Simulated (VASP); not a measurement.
Set up this calculation in VASP 6.6.1, as the native input.

* Task: relaxation of cell and atoms
* Functional: PBE
* Potentials or basis: VASP PAW PBE potentials, release 64 (Zn)
* Cutoff: 600 eV
* k mesh: 18 × 18 × 18
* Occupations: fermi-dirac, width 0.05 eV
* Spin: no spin polarisation
* Target pressure: 54 GPa
* Dipole correction: no
* Further INCAR settings: ALGO = Normal; EDIFF = 1e-06; IBRION = 2; EDIFFG = -0.005; NSW = 60; ISIF = 3

The structure of Zn lies in POSCAR:

```
Zn
1.0
   -2.1583601746      2.1583601746      1.1870980960
    2.1583601746     -2.1583601746      1.1870980960
    2.1583601746      2.1583601746     -1.1870980960
Zn
2
Direct
   -0.3750000000     -0.1250000000     -0.2500000000
    0.3750000000      0.1250000000      0.2500000000
```

These files were run (other wordings do the same):

INCAR

```
SYSTEM = Zn
  PREC = Accurate
  ENCUT = 600
  EDIFF = 1E-6
  ISMEAR = -1
  SIGMA = 0.05
  LREAL = .False.
  LASPH = .True.
  NELM = 60
  ALGO = Normal
  ISIF = 3
  LWAVE = .False.
  LCHARG = .False.
  GGA = PE
  IBRION = 2
  NSW = 60
  EDIFFG = -0.005
  PSTRESS = 540.0
```

KPOINTS

```
regular mesh
0
Gamma
  18 18 18
  0 0 0
```

Potentials or basis: VASP PAW PBE potentials, release 64 (Zn).

The run is started by

```console
$ cat potpaw_PBE.64/Zn/POTCAR > POTCAR
$ mpirun -np 1 vasp_std > vasp.out
```

Results of the run:

| Item | Value |
| --- | --- |
| Relaxed volume | 11.78 Å³/atom |
| Relaxed cell | a = 3.402 Å, b = 3.402 Å, c = 3.402 Å, α = 96.55°, β = 96.55°, γ = 140.51° |
| Space group after relaxing (to 0.1 Å) | I4_1/amd (No. 141) |
| Energy change on relaxing (the run minimises the enthalpy) | -329.0 meV/atom |
| Ionic steps | 14 |
| Pressure after relaxing | 54.0 GPa |
| Band gap on the k mesh | zero (bands 12 and 13 overlap by 7.57 eV) |

Caveat: the cell is relaxed towards a set pressure, so the run minimises the enthalpy, not the energy.

Run time: 25 min on 1 thread of Intel(R) Xeon(R) Platinum 8259CL CPU @ 2.50GHz (Skylake/Cascade Lake), on a shared host, peak memory 0.32 GiB.
